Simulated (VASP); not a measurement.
KRh, 2 atoms in the cell. The typed cell holds 2 atoms: a = 3.501 Å, b = 3.501 Å, c = 5.808 Å, α = 90.00°, β = 90.00°, γ = 120.00°. 

| Property | Result |
| --- | --- |
| Program | VASP 6.6.1 |
| Task | single point |
| Functional | PBE |
| Potentials or basis | VASP PAW PBE potentials, release 64 (K_sv, Rh_pv) |
| Cutoff | 520 eV |
| k mesh | 6 × 6 × 4 |
| Occupations | fermi-dirac, width 0.1 eV |
| Spin | no spin polarisation |
| Dipole correction | no |
| Further INCAR settings | ALGO = Fast; EDIFF = 1e-07; NBANDS = 19 |

Potentials or basis: VASP PAW PBE potentials, release 64 (K_sv, Rh_pv).

Run with:

```sh
$ cat potpaw_PBE.64/K_sv/POTCAR potpaw_PBE.64/Rh_pv/POTCAR > POTCAR
$ mpirun -np 1 vasp_std > vasp.out
```

Hardware: 1 thread of Intel(R) Xeon(R) Platinum 8259CL CPU @ 2.50GHz (Skylake/Cascade Lake), on a shared host.

Q: Estimate the wall time of this run.

A: Run time: 3 min on 1 thread of Intel(R) Xeon(R) Platinum 8259CL CPU @ 2.50GHz (Skylake/Cascade Lake), on a shared host, peak memory 0.24 GiB. Counts: scf iterations 24, k points 76.
